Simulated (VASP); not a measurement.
Write the native input for VASP 6.6.1 that does the following.

```
Task                   : single point
Functional             : RPBE
Potentials or basis    : VASP PAW PBE potentials, release 64 (Hf_pv, Pd, Se, Br, O)
Cutoff                 : 520 eV
k mesh                 : 4 × 4 × 3
Occupations            : fermi-dirac, width 0.05 eV
Spin                   : no spin polarisation
Dipole correction      : no
Further INCAR settings : ALGO = Normal; EDIFF = 1e-06; NBANDS = 53
```

The structure of Hf2Pd2Se2Br2O3 lies in POSCAR:

```
Hf2Pd2Se2Br2O3
1.0
    5.6066300000     -0.0934600000     -0.0140900000
    1.6139300000      5.3351200000      0.0025100000
    1.3691600000      1.9152900000      8.3154300000
Hf Pd Se Br O
2 2 2 2 3
Direct
    0.2331700000      0.6516100000      0.0228400000
    0.7668300000      0.3483900000      0.9771600000
    0.0000000000      0.5000000000      0.5000000000
    0.0000000000      0.0000000000      0.5000000000
    0.0241900000      0.3391700000      0.2533100000
    0.9758100000      0.6608300000      0.7466900000
    0.5000000000      0.5000000000      0.5000000000
    0.5000000000      0.0000000000      0.5000000000
    0.4479200000      0.3572400000      0.9210100000
    0.5520800000      0.6427600000      0.0789900000
    0.0000000000      0.0000000000      0.0000000000
```

These files were run (other wordings do the same):

INCAR

```
  PREC = Accurate
  ENCUT = 520
  EDIFF = 1E-6
  ISMEAR = -1
  SIGMA = 0.05
  LREAL = False
  LASPH = True
  NELM = 100
  ALGO = Normal
  ISIF = 2
  LWAVE = False
  LCHARG = True
  GGA = RP
  LELF = True
  LVHAR = True
  NBANDS = 53
```

KPOINTS

```
regular mesh
0
Gamma
  4 4 3
```

Potentials or basis: VASP PAW PBE potentials, release 64 (Hf_pv, Pd, Se, Br, O).

Run with:

```console
$ cat potpaw_PBE.64/Hf_pv/POTCAR potpaw_PBE.64/Pd/POTCAR potpaw_PBE.64/Se/POTCAR potpaw_PBE.64/Br/POTCAR potpaw_PBE.64/O/POTCAR > POTCAR
$ mpirun -np 1 vasp_std > vasp.out
```

It gave:

The pressure is 2.1 GPa. The largest force is 0.090 eV/Å and the band gap on the k mesh is zero (bands 42 and 43 overlap by 1.26 eV).

Caveat: the PAW data sets were made with another functional, which shifts forces and pressure a little; spin-orbit coupling is left out, which moves the levels of the heavy elements.

Wall time 11 min on 1 thread of Intel(R) Xeon(R) Platinum 8259CL CPU @ 2.50GHz (Skylake/Cascade Lake), on a shared host, peak memory 0.55 GiB.
